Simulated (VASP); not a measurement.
# Hf4AgPd (P4/mmm) in VASP: notebook

Runs on Hf4AgPd. Level: LDA. Tasks: single point, relaxation of cell and atoms.

Program: VASP 6.6.1. These are calculated values, not measurements. Logs are shortened: lines on timing, memory, paths and dates and some standing lists are left out, and cuts for length are marked.

**1. The cell of the first run**

The structure is tetragonal, space group P4/mmm (No. 123). Conventional cell: a = 3.189 Å, b = 3.189 Å, c = 11.104 Å, α = 90.00°, β = 90.00°, γ = 90.00°. Hf (site symmetry 4mm) has 4 Ag at 2.94 Å and 9 Hf at 3.00 to 3.78 Å and 1 Pd at 3.66 Å within 3.9 Å. Within 3.7 Å of Hf (site symmetry 4mm) lie 4 Pd at 2.82 Å and 9 Hf at 3.00 to 3.37 Å. Ag (site symmetry 4/mmm) has 10 Hf at 2.94 to 3.87 Å and 4 Ag at 3.19 Å within 3.9 Å. Pd (site symmetry 4/mmm) has 10 Hf at 2.82 to 3.66 Å and 4 Pd at 3.19 Å within 3.7 Å.

**2. Single point, LDA**

Contents of INCAR:

```
PREC = Accurate ; ENCUT = 520
EDIFF = 1E-7 ; ISMEAR = 1
SIGMA = 0.1 ; LREAL = False
LASPH = True ; NELM = 60
ALGO = Normal ; ISIF = 2
LWAVE = False ; LCHARG = False
GGA = CA ; NBANDS = 40
```

Contents of KPOINTS:

```
Automatic mesh
0
Gamma
  6 6 2
```

Contents of POSCAR:

```
Hf4AgPd
1.0
    3.1888765022      0.0000000000      0.0000000000
    0.0000000000      3.1888765022      0.0000000000
    0.0000000000      0.0000000000     11.1044933276
Hf Ag Pd
4 1 1
Direct
    0.5000000000      0.5000000000      0.1702418165
    0.0000000000      0.0000000000      0.6518912030
    0.0000000000      0.0000000000      0.3481087970
    0.5000000000      0.5000000000      0.8297581835
    0.0000000000      0.0000000000      0.0000000000
    0.5000000000      0.5000000000      0.5000000000
```

Potentials or basis: VASP PAW LDA potentials, release 64 (Hf_pv, Ag, Pd).

Run with:

```bash
$ cat potpaw_LDA.64/Hf_pv/POTCAR potpaw_LDA.64/Ag/POTCAR potpaw_LDA.64/Pd/POTCAR > POTCAR
$ mpirun -np 1 vasp_std > vasp.out
```

OUTCAR:

```text
PREC = Accurate
   ENCUT = 520
   EDIFF = 1E-7
   ISMEAR = 1
   LREAL = False
   LASPH = True
   NELM = 60
   ISIF = 2
   GGA = CA

 ion  position               nearest neighbor table
   1  0.500  0.500  0.170-   5 2.94   5 2.94   5 2.94   5 2.94   3 3.00   3 3.00   3 3.00   3 3.00
                             4 3.78
   2  0.000  0.000  0.652-   6 2.82   6 2.82   6 2.82   6 2.82   4 3.00   4 3.00   4 3.00   4 3.00
                             3 3.37
   3  0.000  0.000  0.348-   6 2.82   6 2.82   6 2.82   6 2.82   1 3.00   1 3.00   1 3.00   1 3.00
                             2 3.37
   4  0.500  0.500  0.830-   5 2.94   5 2.94   5 2.94   5 2.94   2 3.00   2 3.00   2 3.00   2 3.00
                             1 3.78
   5  0.000  0.000  0.000-   1 2.94   4 2.94   1 2.94   4 2.94   1 2.94   4 2.94   1 2.94   4 2.94

   6  0.500  0.500  0.500-   2 2.82   3 2.82   2 2.82   3 2.82   2 2.82   3 2.82   2 2.82   3 2.82

  LATTYP: Found a simple tetragonal cell.
 ALAT       =     3.1888765022
 C/A-ratio  =     3.4822588206

  Lattice vectors:

 A1 = (   3.1888765022,   0.0000000000,   0.0000000000)
 A2 = (   0.0000000000,   3.1888765022,   0.0000000000)
 A3 = (   0.0000000000,   0.0000000000,  11.1044933276)

Analysis of symmetry for initial positions (statically):
=====================================================================
 Subroutine PRICEL returns:
 Original cell was already a primitive cell.

 Routine SETGRP: Setting up the symmetry group for a
 simple tetragonal supercell.

 Subroutine GETGRP returns: Found 16 space group operations
 (whereof 16 operations were pure point group operations)
 out of a pool of 16 trial point group operations.

The static configuration has the point symmetry D_4h.

Analysis of symmetry for dynamics (positions and initial velocities):
=====================================================================
 Subroutine PRICEL returns:
 Original cell was already a primitive cell.

 Routine SETGRP: Setting up the symmetry group for a
 simple tetragonal supercell.

 Subroutine GETGRP returns: Found 16 space group operations
 (whereof 16 operations were pure point group operations)
 out of a pool of 16 trial point group operations.

The dynamic configuration has the point symmetry D_4h.

 Subroutine INISYM returns: Found 16 space group operations
[... 99 lines left out ...]
   NELM   =     60;   NELMIN=  2; NELMDL= -5     # of ELM steps
   EDIFF  = 0.1E-06   stopping-criterion for ELM
   LREAL  =      F    real-space projection
   EDIFFG = 0.1E-05   stopping-criterion for IOM
   NSW    =      0    number of steps for IOM
   IBRION =     -1    ionic relax: 0-MD 1-quasi-New 2-CG
   NFREE  =      0    steps in history (QN), initial steepest desc. (CG)
   ISIF   =      2    stress and relaxation
   ISYM   =      2    0-nonsym 1-usesym 2-fastsym
   POTIM  = 0.5000    time-step for ionic-motion
   TEBEG  =    0.0;   TEEND  =   0.0 temperature during run
   PSTRESS=    0.0 pullay stress
   NELECT =      61.0000    total number of electrons
   NUPDOWN=      -1.0000    fix difference up-down
   EMIN   =  10.00;   EMAX   =-10.00  energy-range for DOS
   EFERMI =   0.00;   METHOD = LEGACY
   ISMEAR =     1;   SIGMA  =   0.10  broadening in eV -4-tet -1-fermi 0-gaus
   EFERMI_NEDOS =   21; number of points for ismear=-14 and -15
   IALGO  =     38    algorithm
   IMIX   =      4    mixing-type and parameters
     AMIX     =   0.40;   BMIX     =  1.00
     AMIX_MAG =   1.60;   BMIX_MAG =  1.00
  volume/ion in A,a.u.               =      18.82       127.00
  Fermi-wavevector in a.u.,A,eV,Ry     =   1.333296  2.519565 24.186797  1.777679
  Thomas-Fermi vector in A             =   2.462166
   LORBIT       =      0    0 simple, 1 ext, 2 COOP (PROOUT), +10 PAW based schemes
   GGA     = CA    functional components
   LHFCALC =     F    Hartree Fock is set to
   AEXX    =    0.0000 exact exchange contribution
   IVDW    =     0    specifies the selected vdW correction
   LEPSILON=     F    determine dielectric tensor
   LRPA    =     F    only Hartree local field effects (RPA)
 non-spin polarized calculation
 Methfessel and Paxton  Order N= 1 SIGMA  =   0.10
  energy-cutoff  :      520.00
  volume of cell :      112.92
 maximum number of plane-waves:      3080
 NGX is ok and might be reduce to    24
   NGX = 11   NGY = 11   NGZ = 41

 number of electron      60.9999990 magnetization

 Free energy of the ion-electron system (eV)
  ---------------------------------------------------
  ext. energy  EPLUGINS =         0.00000000
  ---------------------------------------------------
  free energy    TOTEN  =       -55.05335251 eV

  energy without entropy =      -55.05083140  energy(sigma->0) =      -55.05251214

 E-fermi :   6.5770     XC(G=0): -12.2395

 val. band max:        6.5720578855   @ k =   0.1667   0.1667   0.0000
 cond. band min:       6.6200238684   @ k =   0.5000   0.1667   0.5000
 fundamental gap:      0.0479659829
 Fermi energy:         6.5770301854

 k-point     1 :       0.0000    0.0000    0.0000
  band No.  band energies     occupation
      1     -24.0112      2.00000
      2     -23.9303      2.00000
      3     -23.5939      2.00000
      4     -23.5939      2.00000
      5     -23.5909      2.00000
      6     -23.5909      2.00000
[... 849 lines left out ...]
     39      11.6772      0.00000
     40      11.6772      0.00000

------------------------ aborting loop because EDIFF is reached ----------------------------------------

  FORCE on cell =-STRESS in cart. coord.  units (eV):
  Direction    XX          YY          ZZ          XY          YZ          ZX
  --------------------------------------------------------------------------------------
  -------------------------------------------------------------------------------------
  Total       -0.0979691     -0.0979691     -0.1007625      0.0000000      0.0000000      0.0000000
  in kB       -1.3900343     -1.3900343     -1.4296682      0.0000000      0.0000000      0.0000000
  external PRESSURE =      -1.4032456 kB  Pullay stress =       0.0000000 kB

 VOLUME and BASIS-vectors are now :
 -----------------------------------------------------------------------------
  energy-cutoff  :      520.00
  volume of cell :      112.92
      direct lattice vectors                 reciprocal lattice vectors
     3.188876502  0.000000000  0.000000000     0.313590068  0.000000000  0.000000000
     0.000000000  3.188876502  0.000000000     0.000000000  0.313590068  0.000000000
     0.000000000  0.000000000 11.104493328     0.000000000  0.000000000  0.090053636

 POSITION                                       TOTAL-FORCE (eV/Angst)
 -----------------------------------------------------------------------------------
      1.59444      1.59444      1.89045         0.000000      0.000000      0.028561
      0.00000      0.00000      7.23892         0.000000      0.000000      0.011637
      0.00000      0.00000      3.86557        -0.000000      0.000000     -0.011637
      1.59444      1.59444      9.21404         0.000000     -0.000000     -0.028561
      0.00000      0.00000      0.00000         0.000000      0.000000      0.000000
      1.59444      1.59444      5.55225         0.000000      0.000000      0.000000
 -----------------------------------------------------------------------------------
    total drift:                                0.000000     -0.000000      0.000000

  FREE ENERGIE OF THE ION-ELECTRON SYSTEM (eV)
  ---------------------------------------------------
  free  energy   TOTEN  =       -55.0533525137 eV

  energy  without entropy=      -55.0508314034  energy(sigma->0) =      -55.05251214
```

Run time: 57 s. Hardware: 1 thread of Intel Xeon 6975P-C (Granite Rapids), shared host; peak memory 0.23 GiB.

What came out:

- Free energy: -55.0534 eV
- Pressure: -0.1 GPa
- Largest force: 0.029 eV/Å

Forces in eV/Å, atoms in the order of the input:
```
Hf   0.000  0.000  0.029
Hf   0.000  0.000  0.012
Hf   0.000  0.000 -0.012
Hf   0.000  0.000 -0.029
Ag   0.000  0.000  0.000
Pd   0.000  0.000  0.000
```

Caveat: spin-orbit coupling is left out, which moves the levels of the heavy elements.

**3. Relaxation of cell and atoms, LDA**

This run uses another cell than the first one, of 19.73 Å³/atom, 1.048 times its volume.

Contents of INCAR:

```
SYSTEM = Hf4AgPd
PREC = Accurate ; ENCUT = 600
EDIFF = 1E-6 ; ISMEAR = 1
SIGMA = 0.1 ; LREAL = .FALSE.
LASPH = .TRUE. ; NELM = 60
ALGO = Normal ; ISIF = 3
LWAVE = .FALSE. ; LCHARG = .FALSE.
GGA = CA ; IBRION = 2
NSW = 60 ; EDIFFG = -0.01
```

Contents of KPOINTS:

```
regular mesh
0
G
  6 6 2
  0 0 0
```

Contents of POSCAR:

```
Hf4AgPd
1.0
    3.2349290900      0.0000000000      0.0000000000
    0.0000000000      3.2349290900      0.0000000000
    0.0000000000      0.0000000000     11.3138323400
Hf Ag Pd
4 1 1
Direct
    0.5000000000      0.5000000000      0.1703388400
    0.0000000000      0.0000000000      0.6526067100
    0.0000000000      0.0000000000      0.3473932900
    0.5000000000      0.5000000000      0.8296611600
    0.0000000000      0.0000000000      0.0000000000
    0.5000000000      0.5000000000      0.5000000000
```

Potentials or basis: VASP PAW LDA potentials, release 64 (Hf_pv, Ag, Pd).

Run with:

```bash
$ cat potpaw_LDA.64/Hf_pv/POTCAR potpaw_LDA.64/Ag/POTCAR potpaw_LDA.64/Pd/POTCAR > POTCAR
$ mpirun -np 1 vasp_std > vasp.out
```

It took 6 min on 1 thread of Intel Xeon 6975P-C (Granite Rapids), shared host; peak memory 0.29 GiB.

It converged, with:

```
Free energy                            : -55.0547 eV
Relaxed volume                         : 18.79 Å³/atom
Relaxed cell                           : a = 3.188 Å, b = 3.188 Å, c = 11.095 Å, α = 90.00°, β = 90.00°, γ = 90.00°
Space group after relaxing (to 0.05 Å) : P4/mmm (No. 123)
Energy gained by relaxing              : 19.5 meV/atom
Ionic steps                            : 9
Pressure after relaxing                : 0.1 GPa
Largest force after relaxing           : 0.005 eV/Å
```

Forces in eV/Å, atoms in the order of the input:
```
Hf   0.000  0.000 -0.005
Hf   0.000  0.000 -0.003
Hf   0.000  0.000  0.003
Hf   0.000  0.000  0.005
Ag   0.000  0.000  0.000
Pd   0.000  0.000  0.000
```

The path:
```tsv
step	energy change (eV)	largest force (eV/Å)	pressure (GPa)	volume (Å³)
1	0.0000	0.1620	-6.37	118.40
2	0.1278	0.1580	11.31	105.45
3	-0.1166	0.0560	-0.12	112.88
4	-0.1167	0.0535	0.02	112.77
5	-0.1169	0.0228	0.04	112.78
6	-0.1170	0.0224	0.03	112.79
7	-0.1171	0.0123	-0.04	112.84
8	-0.1171	0.0078	-0.08	112.87
9	-0.1171	0.0052	0.06	112.75
```

Final structure:
```cif
data_structure
_symmetry_space_group_name_H-M 'P 1'
_symmetry_Int_Tables_number 1
_cell_length_a 3.1878
_cell_length_b 3.1878
_cell_length_c 11.0953
_cell_angle_alpha 90.000
_cell_angle_beta 90.000
_cell_angle_gamma 90.000
_cell_volume 112.75
loop_
_atom_site_label
_atom_site_type_symbol
_atom_site_fract_x
_atom_site_fract_y
_atom_site_fract_z
_atom_site_occupancy
Hf1 Hf 0.50000 0.50000 0.17056 1
Hf2 Hf 0.00000 0.00000 0.65189 1
Hf3 Hf 0.00000 0.00000 0.34811 1
Hf4 Hf 0.50000 0.50000 0.82944 1
Ag1 Ag 0.00000 0.00000 0.00000 1
Pd1 Pd 0.50000 0.50000 0.50000 1
```

Levels at points of the mesh, in eV from the Fermi level:
| k point | band 28 | band 29 | band 30 | band 31 | band 32 | band 33 |
| --- | --- | --- | --- | --- | --- | --- |
| (0.00, 0.00, 0.00) | -1.30 | -0.97 | 0.44 | 0.61 | 1.29 | 1.44 |
| (0.50, 0.00, 0.00) | -1.19 | -0.11 | -0.09 | -0.05 | 0.34 | 1.10 |
| (0.50, 0.50, 0.00) | -1.09 | -0.65 | -0.65 | -0.57 | -0.57 | 1.69 |
| (0.00, 0.00, 0.50) | -1.50 | -1.00 | 0.35 | 0.81 | 1.14 | 1.67 |
| (0.50, 0.00, 0.50) | -0.86 | -0.75 | -0.61 | 0.65 | 0.68 | 0.97 |
| (0.50, 0.50, 0.50) | -1.57 | -1.57 | -1.09 | 0.75 | 0.75 | 0.79 |

Caveat: spin-orbit coupling is left out, which moves the levels of the heavy elements.
